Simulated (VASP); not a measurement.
A run of VASP 6.6.1 is set up as follows.

INCAR

```
PREC = Accurate
ENCUT = 520
EDIFF = 1E-6
ISMEAR = 0
SIGMA = 0.05
LREAL = F
LASPH = T
NELM = 100
ALGO = Normal
ISIF = 2
LWAVE = F
LCHARG = F
GGA = CA
NBANDS = 16
```

Contents of KPOINTS:

```
regular mesh
0
Gamma
  8 8 6
```

Contents of POSCAR:

```
AlN
1.0
    0.0000000000     -1.9720279384     -1.9720279384
    0.0000000000      1.9720279384     -1.9720279384
    3.9440558767      0.0000000000      0.0000000000
Al N
2 2
Direct
    0.5167537586      0.4832462414      0.0000000000
   -0.0167537586      0.0167537586      0.5000000000
    0.4931383696      0.5068616304      0.5000000000
    0.0068616304      0.9931383696      0.0000000000
```

Potentials or basis: VASP PAW LDA potentials, release 64 (Al, N).

The run is started by

```sh
$ cat potpaw_LDA.64/Al/POTCAR potpaw_LDA.64/N/POTCAR > POTCAR
$ mpirun -np 1 vasp_std > vasp.out
```

(1) Estimate the pressure.

(2) Estimate the largest force.

(3) What does it give for the band gap on the k mesh?

Results:

(1) 16.7 GPa.

(2) 0.869 eV/Å.

(3) 5.02 eV.
